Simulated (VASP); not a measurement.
# TiN (rocksalt type) (Fm-3m) in VASP: notebook

Runs on TiN (rocksalt type). Level: PBEsol. Tasks: single point.

Program: VASP 6.6.1. These are calculated values, not measurements. Logs are shortened: lines on timing, memory, paths and dates and some standing lists are left out, and cuts for length are marked.

## (1) The cell of the first run

Symmetry: Fm-3m, No. 225, cubic system. Conventional cell: a = 3.445 Å, b = 3.445 Å, c = 3.445 Å, α = 90.00°, β = 90.00°, γ = 90.00°. Ti (site symmetry m-3m) has 6 N at 1.72 Å within 2.3 Å. N (site symmetry m-3m) has 6 Ti at 1.72 Å within 2.3 Å.

## (2) Single point, PBEsol (volume scaled by 0.55)

The input, INCAR:

```
SYSTEM = TiN
ALGO = Normal ; EDIFF = 1E-6
ENCUT = 520 ; GGA = PS
ISIF = 2 ; ISMEAR = -1
LASPH = .True. ; LCHARG = .False.
LREAL = .False. ; LWAVE = .False.
NBANDS = 16 ; NELM = 60
PREC = Accurate ; SIGMA = 0.1
```

The input, KPOINTS:

```
k-points
0
Gamma
  17 17 17
  0 0 0
```

The input, POSCAR:

```
TiN
1.0
    0.0000000000      1.7224363281      1.7224363281
    1.7224363281      0.0000000000      1.7224363281
    1.7224363281      1.7224363281      0.0000000000
Ti N
1 1
Direct
    0.0000000000      0.0000000000      0.0000000000
    0.5000000000      0.5000000000      0.5000000000
```

Potentials or basis: VASP PAW PBE potentials, release 64 (Ti_sv, N).

Run with:

```
cat potpaw_PBE.64/Ti_sv/POTCAR potpaw_PBE.64/N/POTCAR > POTCAR
mpirun -np 1 vasp_std > vasp.out
```

OUTCAR:

```text
SYSTEM = TiN
   EDIFF = 1E-6
   ENCUT = 520
   GGA = PS
   ISIF = 2
   ISMEAR = -1
   LASPH = .True.
   LREAL = .False.
   NELM = 60
   PREC = Accurate

 ion  position               nearest neighbor table
   1  0.000  0.000  0.000-   2 1.72   2 1.72   2 1.72   2 1.72   2 1.72   2 1.72
   2  0.500  0.500  0.500-   1 1.72   1 1.72   1 1.72   1 1.72   1 1.72   1 1.72

  LATTYP: Found a face centered cubic cell.
 ALAT       =     3.4448726562

  Lattice vectors:

 A1 = (   0.0000000000,   1.7224363281,   1.7224363281)
 A2 = (   1.7224363281,   0.0000000000,   1.7224363281)
 A3 = (   1.7224363281,   1.7224363281,   0.0000000000)

Analysis of symmetry for initial positions (statically):
=====================================================================
 Subroutine PRICEL returns:
 Original cell was already a primitive cell.

 Routine SETGRP: Setting up the symmetry group for a
 face centered cubic supercell.

 Subroutine GETGRP returns: Found 48 space group operations
 (whereof 48 operations were pure point group operations)
 out of a pool of 48 trial point group operations.

The static configuration has the point symmetry O_h .

Analysis of symmetry for dynamics (positions and initial velocities):
=====================================================================
 Subroutine PRICEL returns:
 Original cell was already a primitive cell.

 Routine SETGRP: Setting up the symmetry group for a
 face centered cubic supercell.

 Subroutine GETGRP returns: Found 48 space group operations
 (whereof 48 operations were pure point group operations)
 out of a pool of 48 trial point group operations.

The dynamic configuration has the point symmetry O_h .

 Subroutine INISYM returns: Found 48 space group operations
 (whereof 48 operations are pure point group operations),
 and found     1 'primitive' translations

----------------------------------------------------------------------------------------

                                     Primitive cell

  volume of cell :      10.2202

  direct lattice vectors                    reciprocal lattice vectors
     0.000000000  1.722436328  1.722436328    -0.290286492  0.290286492  0.290286492
     1.722436328  0.000000000  1.722436328     0.290286492 -0.290286492  0.290286492
     1.722436328  1.722436328  0.000000000     0.290286492  0.290286492 -0.290286492

  length of vectors
     2.435892816  2.435892816  2.435892816     0.502790954  0.502790954  0.502790954

  position of ions in fractional coordinates (direct lattice)
     0.000000000  0.000000000  0.000000000
     0.500000000  0.500000000  0.500000000

  ion indices of the primitive-cell ions
   primitive index   ion index
                 1           1
                 2           2

----------------------------------------------------------------------------------------

 KPOINTS: k-points

Automatic generation of k-mesh.
 Grid dimensions read from file:
 generate k-points for:   17   17   17

 Generating k-lattice:

  Cartesian coordinates                     Fractional coordinates (reciprocal lattice)
    -0.017075676  0.017075676  0.017075676     0.058823529  0.000000000  0.000000000
     0.017075676 -0.017075676  0.017075676     0.000000000  0.058823529  0.000000000
     0.017075676  0.017075676 -0.017075676     0.000000000  0.000000000  0.058823529

  Length of vectors
     0.029575938  0.029575938  0.029575938

  Shift w.r.t. Gamma in fractional coordinates (k-lattice)
     0.000000000  0.000000000  0.000000000

 Subroutine IBZKPT returns following result:
 ===========================================

 Found    165 irreducible k-points:

 Following reciprocal coordinates:
            Coordinates               Weight
  0.000000  0.000000  0.000000      1.000000
  0.058824  0.000000  0.000000      8.000000
  0.117647  0.000000  0.000000      8.000000
  0.176471  0.000000  0.000000      8.000000
  0.235294  0.000000  0.000000      8.000000
  0.294118  0.000000  0.000000      8.000000
[... 16 lines left out ...]
 -0.176471  0.058824  0.000000     24.000000
 -0.117647  0.058824  0.000000     24.000000
 [... further k-points ...]
   k-points           NKPTS =    165   k-points in BZ     NKDIM =    165   number of bands    NBANDS=     16
   number of dos      NEDOS =    301   number of ions     NIONS =      2
   total plane-waves  NPLWV =   5832
   dimension x,y,z NGX =    18 NGY =   18 NGZ =   18
   dimension x,y,z NGXF=    36 NGYF=   36 NGZF=   36
   ions per type =               1   1
   NGX,Y,Z   is equivalent  to a cutoff of  12.28, 12.28, 12.28 a.u.
   NGXF,Y,Z  is equivalent  to a cutoff of  24.57, 24.57, 24.57 a.u.
 SYSTEM =  TiN
   PREC   = accura    normal or accurate (medium, high low for compatibility)
   ISTART =      0    job   : 0-new  1-cont  2-samecut
   ICHARG =      2    charge: 1-file 2-atom 10-const
   ISPIN  =      1    spin polarized calculation?
   LNONCOLLINEAR =      F non collinear calculations
   LSORBIT =      F    spin-orbit coupling
   LASPH  =      T    aspherical Exc in radial PAW
   ENCUT  =  520.0 eV  38.22 Ry    6.18 a.u.   4.53  4.53  4.53*2*pi/ulx,y,z
   NELM   =     60;   NELMIN=  2; NELMDL= -5     # of ELM steps
   EDIFF  = 0.1E-05   stopping-criterion for ELM
   LREAL  =      F    real-space projection
   EDIFFG = 0.1E-04   stopping-criterion for IOM
   NSW    =      0    number of steps for IOM
   IBRION =     -1    ionic relax: 0-MD 1-quasi-New 2-CG
   NFREE  =      0    steps in history (QN), initial steepest desc. (CG)
   ISIF   =      2    stress and relaxation
   ISYM   =      2    0-nonsym 1-usesym 2-fastsym
   POTIM  = 0.5000    time-step for ionic-motion
   TEBEG  =    0.0;   TEEND  =   0.0 temperature during run
   PSTRESS=    0.0 pullay stress
   NELECT =      17.0000    total number of electrons
   NUPDOWN=      -1.0000    fix difference up-down
   EMIN   =  10.00;   EMAX   =-10.00  energy-range for DOS
   EFERMI =   0.00;   METHOD = LEGACY
   ISMEAR =    -1;   SIGMA  =   0.10  broadening in eV -4-tet -1-fermi 0-gaus
   EFERMI_NEDOS =   21; number of points for ismear=-14 and -15
   IALGO  =     38    algorithm
   IMIX   =      4    mixing-type and parameters
     AMIX     =   0.40;   BMIX     =  1.00
     AMIX_MAG =   1.60;   BMIX_MAG =  1.00
  volume/ion in A,a.u.               =       5.11        34.48
[... 37 lines left out ...]
      3     -10.3976      2.00000
      4     -10.3976      2.00000
      5       1.8377      2.00000
      6      19.1285      2.00000
[... 8 lines left out ...]
     15      36.9739      0.00000
     16      53.2361      0.00000

 k-point     2 :       0.0588    0.0000    0.0000
  band No.  band energies     occupation
      1     -36.1354      2.00000
      2     -10.6067      2.00000
      3     -10.4073      2.00000
      4     -10.4073      2.00000
      5       2.0672      2.00000
      6      18.1977      2.00000
[... 8 lines left out ...]
     15      37.1248      0.00000
     16      52.9241      0.00000

 k-point     3 :       0.1176    0.0000    0.0000
  band No.  band energies     occupation
      1     -36.0290      2.00000
      2     -11.1745      2.00000
      3     -10.4346      2.00000
      4     -10.4346      2.00000
      5       2.6962      2.00000
      6      16.8404      2.00000
[... 8 lines left out ...]
     15      37.8690      0.00000
     16      52.2536      0.00000

 k-point     4 :       0.1765    0.0000    0.0000
  band No.  band energies     occupation
      1     -35.8637      2.00000
      2     -11.9665      2.00000
      3     -10.4753      2.00000
      4     -10.4753      2.00000
      5       3.5894      2.00000
      6      15.4280      2.00000
[... 8 lines left out ...]
     15      39.2902      0.00000
     16      50.9610      0.00000

 k-point     5 :       0.2353    0.0000    0.0000
  band No.  band energies     occupation
      1     -35.6577      2.00000
      2     -12.8424      2.00000
      3     -10.5234      2.00000
      4     -10.5234      2.00000
      5       4.6108      2.00000
      6      14.0553      2.00000
[... 8 lines left out ...]
     15      40.9190      0.00000
     16      49.2050      0.00000

 k-point     6 :       0.2941    0.0000    0.0000
  band No.  band energies     occupation
      1     -35.4355      2.00000
      2     -13.6850      2.00000
      3     -10.5719      2.00000
      4     -10.5719      2.00000
      5       5.6586      2.00000
      6      12.7739      2.00000
[... 8 lines left out ...]
     15      42.6015      0.00000
     16      47.2384      0.00000

 k-point     7 :       0.3529    0.0000    0.0000
  band No.  band energies     occupation
      1     -35.2275      2.00000
      2     -14.4028      2.00000
      3     -10.6144      2.00000
      4     -10.6144      2.00000
      5       6.6745      2.00000
      6      11.6044      2.00000
[... 8 lines left out ...]
     15      44.2059      0.00000
     16      45.3493      0.00000

 k-point     8 :       0.4118    0.0000    0.0000
  band No.  band energies     occupation
      1     -35.0649      2.00000
      2     -14.9241      2.00000
      3     -10.6457      2.00000
      4     -10.6457      2.00000
      5       7.6384      2.00000
      6      10.5445      2.00000
[... 8 lines left out ...]
     15      43.8233      0.00000
     16      43.8233      0.00000

 k-point     9 :       0.4706    0.0000    0.0000
  band No.  band energies     occupation
      1     -34.9756      2.00000
      2     -15.1984      2.00000
      3     -10.6623      2.00000
      4     -10.6623      2.00000
      5       8.5414      2.00000
      6       9.5939      2.00000
[... 8 lines left out ...]
     15      42.9483      0.00000
     16      42.9483      0.00000
[... 172 lines left out ...]
 k-point    19 :      -0.4118    0.0588    0.0000
  band No.  band energies     occupation
      1     -35.0081      2.00000
      2     -14.9939      2.00000
      3     -10.8283      2.00000
      4     -10.6408      2.00000
      5       7.8078      2.00000
      6      10.0693      2.00000
[... 8 lines left out ...]
     15      43.0633      0.00000
     16      43.9971      0.00000

 k-point    20 :      -0.3529    0.0588    0.0000
  band No.  band energies     occupation
      1     -35.1468      2.00000
      2     -14.5606      2.00000
      3     -10.8291      2.00000
      4     -10.5797      2.00000
      5       6.9769      2.00000
      6      10.9639      2.00000
[... 8 lines left out ...]
     15      43.6140      0.00000
     16      45.3893      0.00000

 k-point    21 :      -0.2941    0.0588    0.0000
  band No.  band energies     occupation
      1     -35.3406      2.00000
      2     -13.9182      2.00000
      3     -10.8040      2.00000
      4     -10.5157      2.00000
      5       6.0436      2.00000
      6      12.0154      2.00000
[... 8 lines left out ...]
     15      42.8965      0.00000
     16      46.1713      0.00000

 k-point    22 :      -0.2353    0.0588    0.0000
  band No.  band energies     occupation
      1     -35.5586      2.00000
      2     -13.1316      2.00000
      3     -10.7550      2.00000
      4     -10.4572      2.00000
      5       5.0483      2.00000
      6      13.2078      2.00000
[... 8 lines left out ...]
     15      41.4448      0.00000
     16      47.7557      0.00000

 k-point    23 :      -0.1765    0.0588    0.0000
  band No.  band energies     occupation
      1     -35.7705      2.00000
      2     -12.2865      2.00000
      3     -10.6868      2.00000
      4     -10.4119      2.00000
      5       4.0465      2.00000
      6      14.5212      2.00000
[... 8 lines left out ...]
     15      39.9195      0.00000
     16      49.3713      0.00000

 k-point    24 :      -0.1176    0.0588    0.0000
  band No.  band energies     occupation
      1     -35.9495      2.00000
      2     -11.4919      2.00000
      3     -10.6045      2.00000
      4     -10.3863      2.00000
      5       3.1308      2.00000
      6      15.9053      2.00000
[... 8 lines left out ...]
     15      38.5080      0.00000
     16      50.8180      0.00000

 [... further k-points ...]

------------------------ aborting loop because EDIFF is reached ----------------------------------------

  FORCE on cell =-STRESS in cart. coord.  units (eV):
  Direction    XX          YY          ZZ          XY          YZ          ZX
  --------------------------------------------------------------------------------------
  -------------------------------------------------------------------------------------
  Total       38.6065834     38.6065834     38.6065834      0.0000000      0.0000000      0.0000000
  in kB     6052.1882140   6052.1882140   6052.1882140      0.0000000      0.0000000      0.0000000
  external PRESSURE =    6052.1882140 kB  Pullay stress =       0.0000000 kB

 VOLUME and BASIS-vectors are now :
 -----------------------------------------------------------------------------
  energy-cutoff  :      520.00
  volume of cell :       10.22
      direct lattice vectors                 reciprocal lattice vectors
     0.000000000  1.722436328  1.722436328    -0.290286492  0.290286492  0.290286492
     1.722436328  0.000000000  1.722436328     0.290286492 -0.290286492  0.290286492
     1.722436328  1.722436328  0.000000000     0.290286492  0.290286492 -0.290286492

 POSITION                                       TOTAL-FORCE (eV/Angst)
 -----------------------------------------------------------------------------------
      0.00000      0.00000      0.00000        -0.000000     -0.000000      0.000000
      1.72244      1.72244      1.72244         0.000000      0.000000     -0.000000
 -----------------------------------------------------------------------------------
    total drift:                               -0.000000      0.000000      0.000000

  FREE ENERGIE OF THE ION-ELECTRON SYSTEM (eV)
  ---------------------------------------------------
  free  energy   TOTEN  =       -11.1709524820 eV

  energy  without entropy=      -11.1570070632  energy(sigma->0) =      -11.16397977
```

It took 32 s on 1 thread of Intel Xeon Platinum 8259CL at 2.50GHz (Skylake/Cascade Lake), shared host; peak memory 0.14 GiB.

The run converged, but its numbers aren't listed here, since they failed a check.

Caveat: the PAW data sets were made with another functional, which shifts forces and pressure a little.

## (3) Single point, PBEsol (volume scaled by 0.55)

The input, INCAR:

```
PREC = Accurate
ENCUT = 520
EDIFF = 1E-6
ISMEAR = -1
SIGMA = 0.1
LREAL = False
LASPH = True
NELM = 60
ALGO = Normal
ISIF = 2
LWAVE = False
LCHARG = False
GGA = PS
NBANDS = 16
```

The input, KPOINTS:

```
Automatic mesh
0
Gamma
  17 17 17
```

POSCAR is that of step 2.

Potentials or basis: VASP PAW PBE potentials, release 64 (Ti_sv, N).

Run with:

```
cat potpaw_PBE.64/Ti_sv/POTCAR potpaw_PBE.64/N/POTCAR > POTCAR
mpirun -np 1 vasp_std > vasp.out
```

It took 26 s on 1 thread of Intel Xeon Platinum 8259CL at 2.50GHz (Skylake/Cascade Lake), shared host; peak memory 0.14 GiB.

The run converged, but its numbers aren't listed here, since they failed a check.

Caveat: the PAW data sets were made with another functional, which shifts forces and pressure a little.

## (4) Single point, PBEsol (volume scaled by 0.64)

The input, INCAR:

```
ALGO = Normal
EDIFF = 1E-7
ENCUT = 520
GGA = PS
ISIF = 2
ISMEAR = -1
LASPH = True
LCHARG = True
LELF = True
LREAL = False
LVHAR = True
LWAVE = False
NBANDS = 16
NELM = 80
PREC = Accurate
SIGMA = 0.1
```

The input, KPOINTS:

```
k-points
0
Gamma
  17 17 17
```

The input, POSCAR:

```
TiN
1.0
    0.0000000000      1.8116832602      1.8116832602
    1.8116832602      0.0000000000      1.8116832602
    1.8116832602      1.8116832602      0.0000000000
Ti N
1 1
Direct
    0.0000000000      0.0000000000      0.0000000000
    0.5000000000      0.5000000000      0.5000000000
```

Run with:

```
cat potpaw_PBE.64/Ti_sv/POTCAR potpaw_PBE.64/N/POTCAR > POTCAR
mpirun -np 1 vasp_std > vasp.out
```

It took 58 s on 1 thread of Intel Xeon Platinum 8259CL at 2.50GHz (Skylake/Cascade Lake), shared host; peak memory 0.15 GiB.

It converged, with:

* Free energy: -15.9579 eV
* Pressure: 336.4 GPa

Levels at points of the mesh, in eV from the Fermi level:
```
           k point  band 7  band 8  band 9  band 10  band 11  band 12
(0.00, 0.00, 0.00)   -2.41   -2.41   -1.28    -1.28    -1.28     1.10
```

Caveat: the PAW data sets were made with another functional, which shifts forces and pressure a little.

## (5) Single point, PBEsol (volume scaled by 0.72)

The input, INCAR:

```
  PREC = Accurate
  ENCUT = 520
  EDIFF = 1E-6
  ISMEAR = -1
  SIGMA = 0.1
  LREAL = F
  LASPH = T
  NELM = 100
  ALGO = Normal
  ISIF = 2
  LWAVE = F
  LCHARG = F
  GGA = PS
  NBANDS = 16
```

The input, KPOINTS:

```
Automatic mesh
0
Gamma
  17 17 17
```

The input, POSCAR:

```
TiN
1.0
    0.0000000000      1.8842265210      1.8842265210
    1.8842265210      0.0000000000      1.8842265210
    1.8842265210      1.8842265210      0.0000000000
Ti N
1 1
Direct
    0.0000000000      0.0000000000      0.0000000000
    0.5000000000      0.5000000000      0.5000000000
```

Run with:

```
cat potpaw_PBE.64/Ti_sv/POTCAR potpaw_PBE.64/N/POTCAR > POTCAR
mpirun -np 1 vasp_std > vasp.out
```

Run time: 46 s. Hardware: 1 thread of Intel Xeon Platinum 8259CL at 2.50GHz (Skylake/Cascade Lake), shared host; peak memory 0.15 GiB.

The run converged. Its results:

| Property | Result |
| --- | --- |
| Free energy | -18.3785 eV |
| Pressure | 195.7 GPa |

Levels at points of the mesh, in eV from the Fermi level:
```csv
k point,band 5,band 6,band 7,band 8,band 9,band 10,band 11,band 12,band 13,band 14
"(0.00, 0.00, 0.00)",-18.98,-2.36,-2.36,-2.36,-1.07,-1.07,-1.07,0.96,0.96,10.36
```

Caveat: the PAW data sets were made with another functional, which shifts forces and pressure a little.

## (6) Single point, PBEsol (volume scaled by 0.8)

The input, INCAR:

```
SYSTEM = TiN
ALGO     = Normal         ! electronic algorithm
EDIFF    = 1E-7           ! SCF threshold, eV
ENCUT    = 520            ! plane-wave cutoff, eV
GGA      = PS             ! functional
ISIF     = 2              ! what is computed and relaxed
ISMEAR   = -1             ! smearing method
LASPH    = .TRUE.         ! aspherical terms in the spheres
LCHARG   = .FALSE.        ! write CHGCAR
LREAL    = .FALSE.        ! projectors in reciprocal space
LWAVE    = .FALSE.        ! write WAVECAR
NBANDS   = 16             ! bands
NELM     = 60             ! most SCF steps
PREC     = Accurate       ! precision mode
SIGMA    = 0.1            ! smearing width, eV
```

The input, KPOINTS:

```
k-points
0
G
  17 17 17
  0 0 0
```

The input, POSCAR:

```
TiN
1.0
    0.0000000000      1.9515766316      1.9515766316
    1.9515766316      0.0000000000      1.9515766316
    1.9515766316      1.9515766316      0.0000000000
Ti N
1 1
Direct
    0.0000000000      0.0000000000      0.0000000000
    0.5000000000      0.5000000000      0.5000000000
```

Potentials or basis: VASP PAW PBE potentials, release 64 (Ti_sv, N).

Run with:

```
cat potpaw_PBE.64/Ti_sv/POTCAR potpaw_PBE.64/N/POTCAR > POTCAR
mpirun -np 1 vasp_std > vasp.out
```

Run time: 51 s. Hardware: 1 thread of Intel Xeon Platinum 8259CL at 2.50GHz (Skylake/Cascade Lake), shared host; peak memory 0.16 GiB.

Results (log left out):

```
Free energy : -19.7560 eV
Pressure    : 107.3 GPa
```

Levels at points of the mesh, in eV from the Fermi level:
| k point | band 7 | band 8 | band 9 | band 10 | band 11 | band 12 |
| --- | --- | --- | --- | --- | --- | --- |
| (0.00, 0.00, 0.00) | -2.29 | -2.29 | -0.91 | -0.91 | -0.91 | 0.83 |

Caveat: the PAW data sets were made with another functional, which shifts forces and pressure a little.

## (7) Overview

```csv
cell,gap on the mesh (eV),pressure (GPa)
"a = 2.562 Å, angles 60.0°, 2 atoms",none,336.4
"a = 2.665 Å, angles 60.0°, 2 atoms",none,195.7
"a = 2.760 Å, angles 60.0°, 2 atoms",none,107.3
```

Alike in all rows: task single point; level PBEsol; potentials or basis VASP PAW PBE potentials, release 64 (Ti_sv, N); no spin polarisation; k mesh 17 × 17 × 17; cutoff (eV) 520; smearing fermi-dirac 0.1 eV.

Caveats: the PAW data sets were made with another functional, which shifts forces and pressure a little.

Total energies depend on the potentials used, so only differences within one code and one set of settings carry meaning.
